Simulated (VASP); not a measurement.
A run of VASP 6.6.1:

The input INCAR:

```
SYSTEM = GaSb
PREC = Accurate ; ENCUT = 500
EDIFF = 1E-6 ; ISMEAR = 1
SIGMA = 0.01 ; LREAL = .FALSE.
LASPH = .TRUE. ; NELM = 120
ALGO = Normal ; ISIF = 2
LWAVE = .FALSE. ; LCHARG = .TRUE.
GGA = PE ; LELF = .TRUE.
LVHAR = .TRUE. ; NBANDS = 16
GGA_COMPAT = .FALSE.
```

File KPOINTS:

```
Automatic mesh
0
G
  6 6 6
  0 0 0
```

POSCAR

```
GaSb
1.0
    0.0000000000      3.0892890986      3.0892890986
    3.0892890986      0.0000000000      3.0892890986
    3.0892890986      3.0892890986      0.0000000000
Ga Sb
1 1
Direct
    0.0000000000      0.0000000000      0.0000000000
    0.2500000000      0.2500000000      0.2500000000
```

Potentials or basis: VASP PAW PBE potentials, release 64 (Ga_d, Sb).

Launch:

```sh
$ cat potpaw_PBE.64/Ga_d/POTCAR potpaw_PBE.64/Sb/POTCAR > POTCAR
$ mpirun -np 1 vasp_std > vasp.out
```

Hardware: 1 thread of Intel(R) Xeon(R) 6975P-C (Granite Rapids), on a shared host.

Estimate the wall time of this run.

Wall time 7 s on 1 thread of Intel(R) Xeon(R) 6975P-C (Granite Rapids), on a shared host, peak memory 0.17 GiB. Counts: scf iterations 13, k points 16.
